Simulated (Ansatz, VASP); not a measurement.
**P in VASP and in Ansatz**

Contents of INCAR:

```
SYSTEM = P
  ALGO = Normal
  EDIFF = 1E-6
  ENCUT = 500
  GGA = PE
  GGA_COMPAT = .False.
  ISIF = 2
  ISMEAR = -1
  LASPH = .True.
  LCHARG = .True.
  LORBIT = 11
  LORBMOM = .True.
  LREAL = .False.
  LSORBIT = .True.
  LVHAR = .True.
  LWAVE = .False.
  MAGMOM = 0 0 0 0 0 0
  NBANDS = 22
  NELM = 200
  PREC = Accurate
  SIGMA = 0.1
```

The input KPOINTS:

```
k-points
0
Gamma
  12 12 12
  0 0 0
```

File POSCAR:

```
P
1.0
    0.0000000000      2.6494133553      2.6494133553
    2.6494133553      0.0000000000      2.6494133553
    2.6494133553      2.6494133553      0.0000000000
P
2
Direct
   -0.1250000000     -0.1250000000     -0.1250000000
    0.1250000000      0.1250000000      0.1250000000
```

Input for Ansatz:

```yaml
crystal:
  lattice:
    - [0.0, 2.6494133553, 2.6494133553]
    - [2.6494133553, 0.0, 2.6494133553]
    - [2.6494133553, 2.6494133553, 0.0]
  atoms:
    - { symbol: P, position: [-0.125, -0.125, -0.125] }
    - { symbol: P, position: [0.125, 0.125, 0.125] }
kpoints:
  mp_grid: { grid: [12, 12, 12] }
scf:
  occupations: { method: fermi_dirac, width: 0.1 }
hamiltonian:
  xc: pbe
  pseudopotentials: { kind: paw_fr }
output:
  forces: true
  stress: true
  eigenvalues: true
  populations: true
magnetization:
  noncollinear: true
  spin_orbit: true
```

Alike in both runs: task single point; functional PBE; k mesh 12 × 12 × 12; occupations fermi-dirac, width 0.1 eV; non-collinear spin, spin-orbit coupling.

|  | VASP | Ansatz |
| --- | --- | --- |
| version | VASP 6.6.1 | Ansatz 0.2.0 |
| potentials or method | VASP PAW PBE potentials, release 64 (P) | PAW with Ansatz's default frozen-core files, scalar-relativistic |
| plane-wave cutoff (eV) | 500 | 420 |
| valence electrons in the cell | 10 | 10 |

VASP gave:

| Item | Value |
| --- | --- |
| pressure (GPa) | 5.4 |

Task: Estimate Ansatz's values.

Result: Pressure (GPa): 5.6.
